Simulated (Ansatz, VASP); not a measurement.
This is a calculation of ZrB2 for VASP 6.6.1.

Contents of INCAR:

```
ALGO = Normal
EDIFF = 1E-7
ENCUT = 520
GGA = PS
ISIF = 2
ISMEAR = -1
LASPH = T
LCHARG = T
LELF = T
LREAL = F
LVHAR = T
LWAVE = F
NBANDS = 16
NELM = 60
PREC = Accurate
SIGMA = 0.05
```

File KPOINTS:

```
k-points
0
Gamma
  10 10 8
```

Contents of POSCAR:

```
ZrB2
1.0
    3.1909939893      0.0000000000      0.0000000000
   -1.5954969947      2.7634818581      0.0000000000
    0.0000000000      0.0000000000      3.5563980329
Zr B
1 2
Direct
    0.0000000000      0.0000000000      0.0000000000
    0.6666666667      0.3333333333      0.5000000000
    0.3333333333      0.6666666667      0.5000000000
```

Potentials or basis: VASP PAW PBE potentials, release 64 (Zr_sv, B).

Run with:

```bash
$ cat potpaw_PBE.64/Zr_sv/POTCAR potpaw_PBE.64/B/POTCAR > POTCAR
$ mpirun -np 1 vasp_std > vasp.out
```

Problem. Set up the same calculation for Ansatz 0.2.0. Potentials there: all-electron LAPW, scalar-relativistic.

Solution. As run (the cutoff follows the program's own potentials):

Contents of input.yaml:

```yaml
crystal:
  lattice:
    - [3.1909939893, 0.0, 0.0]
    - [-1.5954969947, 2.7634818581, 0.0]
    - [0.0, 0.0, 3.5563980329]
  atoms:
    - { symbol: Zr, position: [0.0, 0.0, 0.0] }
    - { symbol: B, position: [0.6666666667, 0.3333333333, 0.5] }
    - { symbol: B, position: [0.3333333333, 0.6666666667, 0.5] }
kpoints:
  mp_grid: { grid: [10, 10, 8] }
scf:
  occupations: { method: fermi_dirac, width: 0.05 }
hamiltonian:
  xc: pbesol
  pseudopotentials: { kind: all_electron, lapw: { basis_error: 0.001 } }
output:
  forces: true
  stress: true
  eigenvalues: true
```

Potentials or basis: all-electron LAPW, scalar-relativistic.

Command:

```console
$ ansatz run input.yaml --threads 2 --pin off --max-ram 8192MiB --backend cpu --events-out ev --progress --plain --runs-dir out
```

Both were run:

|  | VASP | Ansatz | Ansatz less VASP |
| --- | --- | --- | --- |
| gap on the k mesh at the Fermi level (eV) | none | none | - |
| pressure (GPa) | -8.2 | -8.5 | -0.28 |
| traceless stress, the component that is largest in VASP (GPa) | 0.20 | 0.25 | +0.045 |

VASP's potentials were made for PBE, not for PBEsol. A gap of «none» marks a metal or a gap that the smearing closes. Ansatz ran all-electron here, and VASP with PAW potentials.
